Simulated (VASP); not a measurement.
# SiC (Moissanite) (P6_3mc) in VASP: further runs

The runs below take SiC (Moissanite) through single point, with PBE.

Program: VASP 6.6.1. These are calculated values, not measurements. Logs are shortened: lines on timing, memory, paths and dates and some standing lists are left out, and cuts for length are marked.

## (1) The cell of the first run

It takes space group P6_3mc (No. 186, hexagonal). The conventional cell has a = 3.076 Å, b = 3.076 Å, c = 5.048 Å, α = 90.00°, β = 90.00°, γ = 120.00°. Si (site symmetry 3m) has 4 C at 1.87 to 1.94 Å within 2.5 Å. Within 2.5 Å of C (site symmetry 3m) lie 4 Si at 1.87 to 1.94 Å.

## (2) Single point, PBE

Input file INCAR:

```
SYSTEM = SiC
PREC = Accurate ; ENCUT = 520
EDIFF = 1E-6 ; ISMEAR = -1
SIGMA = 0.02 ; LREAL = .FALSE.
LASPH = .TRUE. ; NELM = 100
ALGO = Normal ; ISIF = 2
LWAVE = .FALSE. ; LCHARG = .FALSE.
GGA = PE ; NBANDS = 16
```

Input file KPOINTS:

```
regular mesh
0
G
  12 12 4
  0 0 0
```

Input file POSCAR:

```
SiC
1.0
    3.0760000000      0.0000000000      0.0000000000
   -1.5380000000      2.6638941420      0.0000000000
    0.0000000000      0.0000000000      5.0480000000
Si C
2 2
Direct
    0.3333333333      0.6666666667      0.0000000000
    0.6666666667      0.3333333333      0.5000000000
    0.3333333333      0.6666666667      0.3850000000
    0.6666666667      0.3333333333      0.8850000000
```

Potentials or basis: VASP PAW PBE potentials, release 64 (Si, C).

On the command line:

```sh
$ cat potpaw_PBE.64/Si/POTCAR potpaw_PBE.64/C/POTCAR > POTCAR
$ mpirun -np 1 vasp_std > vasp.out
```

OUTCAR:

```text
SYSTEM = SiC
   PREC = Accurate
   ENCUT = 520
   EDIFF = 1E-6
   ISMEAR = -1
   LREAL = .FALSE.
   LASPH = .TRUE.
   NELM = 100
   ISIF = 2
   GGA = PE

 ion  position               nearest neighbor table
   1  0.333  0.667  0.000-   4 1.87   4 1.87   4 1.87   3 1.94   2 3.09   2 3.09   2 3.09   2 3.09
                             2 3.09   2 3.09
   2  0.667  0.333  0.500-   3 1.87   3 1.87   3 1.87   4 1.94   1 3.09   1 3.09   1 3.09   1 3.09
                             1 3.09   1 3.09
   3  0.333  0.667  0.385-   2 1.87   2 1.87   2 1.87   1 1.94
   4  0.667  0.333  0.885-   1 1.87   1 1.87   1 1.87   2 1.94

  LATTYP: Found a hexagonal cell.
 ALAT       =     3.0760000000
 C/A-ratio  =     1.6410923277

  Lattice vectors:

 A1 = (   3.0760000000,   0.0000000000,   0.0000000000)
 A2 = (  -1.5380000000,   2.6638941420,   0.0000000000)
 A3 = (   0.0000000000,   0.0000000000,   5.0480000000)

Analysis of symmetry for initial positions (statically):
=====================================================================
 Subroutine PRICEL returns:
 Original cell was already a primitive cell.

 Routine SETGRP: Setting up the symmetry group for a
 hexagonal supercell.

 Subroutine GETGRP returns: Found 12 space group operations
 (whereof  6 operations were pure point group operations)
 out of a pool of 24 trial point group operations.

The static configuration has the point symmetry C_3v.
 The point group associated with its full space group is C_6v.

Analysis of symmetry for dynamics (positions and initial velocities):
=====================================================================
 Subroutine PRICEL returns:
 Original cell was already a primitive cell.

 Routine SETGRP: Setting up the symmetry group for a
 hexagonal supercell.

 Subroutine GETGRP returns: Found 12 space group operations
 (whereof  6 operations were pure point group operations)
 out of a pool of 24 trial point group operations.

The dynamic configuration has the point symmetry C_3v.
 The point group associated with its full space group is C_6v.

 Subroutine INISYM returns: Found 12 space group operations
 (whereof  6 operations are pure point group operations),
 and found     1 'primitive' translations

----------------------------------------------------------------------------------------

                                     Primitive cell

  volume of cell :      41.3640

  direct lattice vectors                    reciprocal lattice vectors
     3.076000000  0.000000000  0.000000000     0.325097529  0.187695146  0.000000000
    -1.538000000  2.663894142  0.000000000     0.000000000  0.375390292  0.000000000
     0.000000000  0.000000000  5.048000000     0.000000000  0.000000000  0.198098257

  length of vectors
     3.076000000  3.076000000  5.048000000     0.375390292  0.375390292  0.198098257

  position of ions in fractional coordinates (direct lattice)
     0.333333333  0.666666667  0.000000000
     0.666666667  0.333333333  0.500000000
     0.333333333  0.666666667  0.385000000
     0.666666667  0.333333333  0.885000000

  ion indices of the primitive-cell ions
   primitive index   ion index
                 1           1
                 2           2
                 3           3
                 4           4

----------------------------------------------------------------------------------------

 KPOINTS: regular mesh

Automatic generation of k-mesh.
 Grid dimensions read from file:
 generate k-points for:   12   12    4

 Generating k-lattice:

  Cartesian coordinates                     Fractional coordinates (reciprocal lattice)
     0.027091461  0.015641262  0.000000000     0.083333333  0.000000000  0.000000000
     0.000000000  0.031282524  0.000000000     0.000000000  0.083333333  0.000000000
     0.000000000  0.000000000  0.049524564     0.000000000  0.000000000  0.250000000

  Length of vectors
     0.031282524  0.031282524  0.049524564

  Shift w.r.t. Gamma in fractional coordinates (k-lattice)
     0.000000000  0.000000000  0.000000000

 Subroutine IBZKPT returns following result:
 ===========================================

 Found     57 irreducible k-points:

 Following reciprocal coordinates:
            Coordinates               Weight
  0.000000  0.000000  0.000000      1.000000
  0.083333 -0.000000  0.000000      6.000000
  0.166667  0.000000  0.000000      6.000000
  0.250000 -0.000000  0.000000      6.000000
  0.333333 -0.000000  0.000000      6.000000
  0.416667  0.000000  0.000000      6.000000
[... 16 lines left out ...]
  0.250000 -0.000000  0.250000     12.000000
  0.333333 -0.000000  0.250000     12.000000
 [... further k-points ...]
   k-points           NKPTS =     57   k-points in BZ     NKDIM =     57   number of bands    NBANDS=     16
   number of dos      NEDOS =    301   number of ions     NIONS =      4
   total plane-waves  NPLWV =  23040
   dimension x,y,z NGX =    24 NGY =   24 NGZ =   40
   dimension x,y,z NGXF=    48 NGYF=   48 NGZF=   80
   ions per type =               2   2
   NGX,Y,Z   is equivalent  to a cutoff of  12.97, 12.97, 13.17 a.u.
   NGXF,Y,Z  is equivalent  to a cutoff of  25.94, 25.94, 26.35 a.u.
 SYSTEM =  SiC
   PREC   = accura    normal or accurate (medium, high low for compatibility)
   ISTART =      0    job   : 0-new  1-cont  2-samecut
   ICHARG =      2    charge: 1-file 2-atom 10-const
   ISPIN  =      1    spin polarized calculation?
   LNONCOLLINEAR =      F non collinear calculations
   LSORBIT =      F    spin-orbit coupling
   LASPH  =      T    aspherical Exc in radial PAW
   ENCUT  =  520.0 eV  38.22 Ry    6.18 a.u.   5.72  5.72  9.39*2*pi/ulx,y,z
   NELM   =    100;   NELMIN=  2; NELMDL= -5     # of ELM steps
   EDIFF  = 0.1E-05   stopping-criterion for ELM
   LREAL  =      F    real-space projection
   EDIFFG = 0.1E-04   stopping-criterion for IOM
   NSW    =      0    number of steps for IOM
   IBRION =     -1    ionic relax: 0-MD 1-quasi-New 2-CG
   NFREE  =      0    steps in history (QN), initial steepest desc. (CG)
   ISIF   =      2    stress and relaxation
   ISYM   =      2    0-nonsym 1-usesym 2-fastsym
   POTIM  = 0.5000    time-step for ionic-motion
   TEBEG  =    0.0;   TEEND  =   0.0 temperature during run
   PSTRESS=    0.0 pullay stress
   NELECT =      16.0000    total number of electrons
   NUPDOWN=      -1.0000    fix difference up-down
   EMIN   =  10.00;   EMAX   =-10.00  energy-range for DOS
   EFERMI =   0.00;   METHOD = LEGACY
   ISMEAR =    -1;   SIGMA  =   0.02  broadening in eV -4-tet -1-fermi 0-gaus
   EFERMI_NEDOS =   21; number of points for ismear=-14 and -15
   IALGO  =     38    algorithm
   IMIX   =      4    mixing-type and parameters
     AMIX     =   0.40;   BMIX     =  1.00
     AMIX_MAG =   1.60;   BMIX_MAG =  1.00
  volume/ion in A,a.u.               =      10.34        69.78
  Fermi-wavevector in a.u.,A,eV,Ry     =   1.192817  2.254098 19.358549  1.422813
  Thomas-Fermi vector in A             =   2.328847
   LORBIT       =      0    0 simple, 1 ext, 2 COOP (PROOUT), +10 PAW based schemes
   GGA     = PE    functional components
   LHFCALC =     F    Hartree Fock is set to
   AEXX    =    0.0000 exact exchange contribution
   IVDW    =     0    specifies the selected vdW correction
   LEPSILON=     F    determine dielectric tensor
   LRPA    =     F    only Hartree local field effects (RPA)
 non-spin polarized calculation
  energy-cutoff  :      520.00
  volume of cell :       41.36
 maximum number of plane-waves:      1132
 NGX is ok and might be reduce to    24
   NGX = 11   NGY = 11   NGZ = 19

 number of electron      16.0000000 magnetization

 Free energy of the ion-electron system (eV)
  ---------------------------------------------------
  ext. energy  EPLUGINS =         0.00000000
  ---------------------------------------------------
  free energy    TOTEN  =       -30.06793105 eV

  energy without entropy =      -30.06793105  energy(sigma->0) =      -30.06793105

 E-fermi :   8.7613     XC(G=0): -11.3487

 val. band max:        8.4092624167   @ k =   0.0000   0.0000   0.0000
 cond. band min:      10.7318816162   @ k =   0.3333   0.3333   0.0000
 fundamental gap:      2.3226191995
 Fermi energy:         8.7612712466

 k-point     1 :       0.0000    0.0000    0.0000
  band No.  band energies     occupation
      1      -7.3153      2.00000
      2      -3.8131      2.00000
      3      -0.2833      2.00000
      4       6.8531      2.00000
      5       6.8531      2.00000
      6       8.1336      2.00000
[... 8 lines left out ...]
     15      17.1130      0.00000
     16      19.7530      0.00000

 k-point     2 :       0.0833   -0.0000    0.0000
  band No.  band energies     occupation
      1      -7.1946      2.00000
      2      -3.7094      2.00000
      3      -0.1711      2.00000
      4       6.1768      2.00000
      5       6.6454      2.00000
      6       7.6828      2.00000
[... 8 lines left out ...]
     15      17.4272      0.00000
     16      18.7202      0.00000

 k-point     3 :       0.1667    0.0000    0.0000
  band No.  band energies     occupation
      1      -6.8357      2.00000
      2      -3.4067      2.00000
      3       0.1564      2.00000
      4       4.6978      2.00000
      5       6.1740      2.00000
      6       6.5730      2.00000
[... 8 lines left out ...]
     15      17.7308      0.00000
     16      18.1237      0.00000

 k-point     4 :       0.2500   -0.0000    0.0000
  band No.  band energies     occupation
      1      -6.2496      2.00000
      2      -2.9405      2.00000
      3       0.6499      2.00000
      4       3.0793      2.00000
      5       5.1918      2.00000
      6       5.6606      2.00000
[... 8 lines left out ...]
     15      18.2187      0.00000
     16      18.9911      0.00000

 k-point     5 :       0.3333   -0.0000    0.0000
  band No.  band energies     occupation
      1      -5.4639      2.00000
      2      -2.4272      2.00000
      3       0.9020      2.00000
      4       2.0510      2.00000
      5       3.7841      2.00000
      6       5.2354      2.00000
[... 8 lines left out ...]
     15      19.0737      0.00000
     16      20.2105      0.00000

 k-point     6 :       0.4167    0.0000    0.0000
  band No.  band energies     occupation
      1      -4.5631      2.00000
      2      -2.2533      2.00000
      3       0.3975      2.00000
      4       2.3857      2.00000
      5       2.6612      2.00000
      6       4.9615      2.00000
[... 8 lines left out ...]
     15      19.1444      0.00000
     16      20.3687      0.00000
[... 267 lines left out ...]
 k-point    21 :       0.0833   -0.0000    0.2500
  band No.  band energies     occupation
      1      -6.8922      2.00000
      2      -4.6801      2.00000
      3       1.2892      2.00000
      4       6.3720      2.00000
      5       6.7105      2.00000
      6       6.8216      2.00000
[... 8 lines left out ...]
     15      16.8605      0.00000
     16      19.1392      0.00000

 k-point    22 :       0.1667    0.0000    0.2500
  band No.  band energies     occupation
      1      -6.5357      2.00000
      2      -4.3514      2.00000
      3       1.5434      2.00000
      4       4.9681      2.00000
      5       5.8813      2.00000
      6       6.3708      2.00000
[... 8 lines left out ...]
     15      17.7326      0.00000
     16      18.8994      0.00000

 k-point    23 :       0.2500   -0.0000    0.2500
  band No.  band energies     occupation
      1      -5.9545      2.00000
      2      -3.8284      2.00000
      3       1.7596      2.00000
      4       3.5711      2.00000
      5       4.4952      2.00000
      6       5.8730      2.00000
[... 8 lines left out ...]
     15      18.8439      0.00000
     16      19.2178      0.00000

 k-point    24 :       0.3333   -0.0000    0.2500
  band No.  band energies     occupation
      1      -5.1781      2.00000
      2      -3.1790      2.00000
      3       1.0989      2.00000
      4       2.9426      2.00000
      5       3.3826      2.00000
      6       5.4571      2.00000
[... 8 lines left out ...]
     15      19.7725      0.00000
     16      20.0520      0.00000

 [... further k-points ...]

------------------------ aborting loop because EDIFF is reached ----------------------------------------

  FORCE on cell =-STRESS in cart. coord.  units (eV):
  Direction    XX          YY          ZZ          XY          YZ          ZX
  --------------------------------------------------------------------------------------
  -------------------------------------------------------------------------------------
  Total        1.3578765      1.3578765      0.1042659      0.0000000      0.0000000      0.0000000
  in kB       52.5954555     52.5954555      4.0385945      0.0000000      0.0000000      0.0000000
  external PRESSURE =      36.4098352 kB  Pullay stress =       0.0000000 kB

 VOLUME and BASIS-vectors are now :
 -----------------------------------------------------------------------------
  energy-cutoff  :      520.00
  volume of cell :       41.36
      direct lattice vectors                 reciprocal lattice vectors
     3.076000000  0.000000000  0.000000000     0.325097529  0.187695146  0.000000000
    -1.538000000  2.663894142  0.000000000     0.000000000  0.375390292  0.000000000
     0.000000000  0.000000000  5.048000000     0.000000000  0.000000000  0.198098257

 POSITION                                       TOTAL-FORCE (eV/Angst)
 -----------------------------------------------------------------------------------
     -0.00000      1.77593      0.00000         0.000000     -0.000000      0.751569
      1.53800      0.88796      2.52400         0.000000     -0.000000      0.751569
     -0.00000      1.77593      1.94348         0.000000     -0.000000     -0.751569
      1.53800      0.88796      4.46748        -0.000000      0.000000     -0.751569
 -----------------------------------------------------------------------------------
    total drift:                                0.000000      0.000000     -0.000219

  FREE ENERGIE OF THE ION-ELECTRON SYSTEM (eV)
  ---------------------------------------------------
  free  energy   TOTEN  =       -30.0679310467 eV

  energy  without entropy=      -30.0679310467  energy(sigma->0) =      -30.06793105
```

Wall time 14 s (1 thread of Intel Xeon 6975P-C, shared host); peak memory 0.17 GiB.

What came out:

- Free energy: -30.0679 eV
- Pressure: 3.6 GPa
- Largest force: 0.752 eV/Å
- Band gap on the k mesh: 2.32 eV, indirect (least direct gap 4.08 eV)

Forces in eV/Å, atoms in the order of the input:
```
Si   0.000  0.000  0.752
Si   0.000  0.000  0.752
C    0.000  0.000 -0.752
C    0.000  0.000 -0.752
```

Levels at points of the mesh, in eV from the valence-band top:
| k point | band 5 | band 6 | band 7 | band 8 | band 9 | band 10 | band 11 | band 12 |
| --- | --- | --- | --- | --- | --- | --- | --- | --- |
| (0.00, 0.00, 0.00) | -1.56 | -0.28 | -0.28 | 0.00 | 4.62 | 6.03 | 6.51 | 6.51 |
| (0.50, 0.00, 0.00) | -5.43 | -3.54 | -3.26 | -1.49 | 2.59 | 4.20 | 6.74 | 7.20 |
| (0.00, 0.00, 0.50) | -0.97 | -0.97 | -0.97 | -0.97 | 5.71 | 5.71 | 7.17 | 7.17 |
| (0.50, 0.00, 0.50) | -2.69 | -2.69 | -2.34 | -2.34 | 3.17 | 3.17 | 5.00 | 5.00 |

A k mesh can miss the band edges.

[end of part 1 of 2]
